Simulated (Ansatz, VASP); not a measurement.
Au in VASP and in Ansatz

```
Au
1.0
     4.47444    0.00000    0.00000
    -2.23722    3.87498    0.00000
     0.00000    0.00000   23.80000
Au
2
Direct
  0.33333 0.66667 0.29412
  0.66667 0.33333 0.29412
```

Alike in both runs: task single point; functional PBEsol; k mesh 7 × 7 × 1; occupations fermi-dirac, width 0.05 eV; no spin polarisation.

|  | VASP | Ansatz |
| --- | --- | --- |
| version | VASP 6.6.1 | Ansatz 0.2.0 |
| potentials or method | VASP PAW PBE potentials, release 64 (Au), cutoff 520 eV | all-electron LAPW, scalar-relativistic |

```tsv
	VASP	Ansatz	Ansatz less VASP
gap on the k mesh at the Fermi level (eV)	0.43	0.45	+0.025
least direct gap on the mesh (eV)	0.43	0.45	+0.025
```

VASP's potentials were made for PBE, not for PBEsol. Ansatz ran all-electron here, and VASP with PAW potentials.

Neither program's run includes spin-orbit coupling.
